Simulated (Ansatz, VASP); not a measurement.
## Two plane-wave programs on WSe2

The input POSCAR:

```
WSe2
1.0
    0.0000000000      3.0821475379      3.0821475379
    3.0821475379      0.0000000000      3.0821475379
    3.0821475379      3.0821475379      0.0000000000
W Se
1 2
Direct
    0.0000000000      0.0000000000      0.0000000000
    0.7500000000      0.7500000000      0.7500000000
    0.2500000000      0.2500000000      0.2500000000
```

Contents of INCAR.step1:

```
PREC = Accurate
ENCUT = 520
ISMEAR = -1
SIGMA = 0.03
LREAL = F
LASPH = T
NELM = 80
NBANDS = 20
GGA = PE
ALGO = Normal
EDIFF = 1E-4
LWAVE = T
LCHARG = F
```

Contents of INCAR.step2:

```
PREC = Accurate
ENCUT = 520
EDIFF = 1E-6
ISMEAR = -1
SIGMA = 0.03
LREAL = F
LASPH = T
NELM = 80
ALGO = Normal
ISIF = 2
LWAVE = F
LCHARG = F
METAGGA = R2SCAN
LMIXTAU = T
LUSE_VDW = T
IVDW_NL = 2
BPARAM = 11.95
CPARAM = 0.0093
NBANDS = 20
ISTART = 1
```

KPOINTS

```
Automatic mesh
0
Gamma
  8 8 8
```

Input for Ansatz:

```yaml
crystal:
  lattice:
    - [0.0, 3.0821475379, 3.0821475379]
    - [3.0821475379, 0.0, 3.0821475379]
    - [3.0821475379, 3.0821475379, 0.0]
  atoms:
    - { symbol: W, position: [0.0, 0.0, 0.0] }
    - { symbol: Se, position: [0.75, 0.75, 0.75] }
    - { symbol: Se, position: [0.25, 0.25, 0.25] }
kpoints:
  mp_grid: { grid: [8, 8, 8] }
  band_path:
    path:
      - [0.0, 0.0, 0.0]
      - [0.5, 0.0, 0.5]
      - [0.625, 0.25, 0.625]
      - [0.375, 0.375, 0.75]
      - [0.5, 0.5, 0.5]
      - [0.5, 0.25, 0.75]
    npoints: 1
hamiltonian:
  xc: r2scan
  dispersion: rvv10
scf:
  occupations: { method: fermi_dirac, width: 0.03 }
  n_extra_bands: 4
output:
  forces: true
  stress: true
  eigenvalues: true
```

Alike in both runs: task single point; functional r2SCAN; dispersion rVV10; k mesh 8 × 8 × 8; occupations fermi-dirac, width 0.03 eV; no spin polarisation.

```csv
,VASP,Ansatz
version,VASP 6.6.1,Ansatz 0.2.0
potentials or method,"VASP PAW PBE potentials, release 64 (W_sv, Se)","plane waves, PAW"
plane-wave cutoff (eV),520,500
valence electrons in the cell,26,46
```

Ansatz gave:

```
pressure (GPa) : -1.0
```

Task: Which values does VASP return?

Result: Pressure (GPa): -0.4.

VASP's potentials were made for PBE, not for r2SCAN. VASP's potentials hold 26 valence electrons a cell and Ansatz's 46, so a difference there can come from the potentials and not from the codes.

Neither program's run includes spin-orbit coupling.
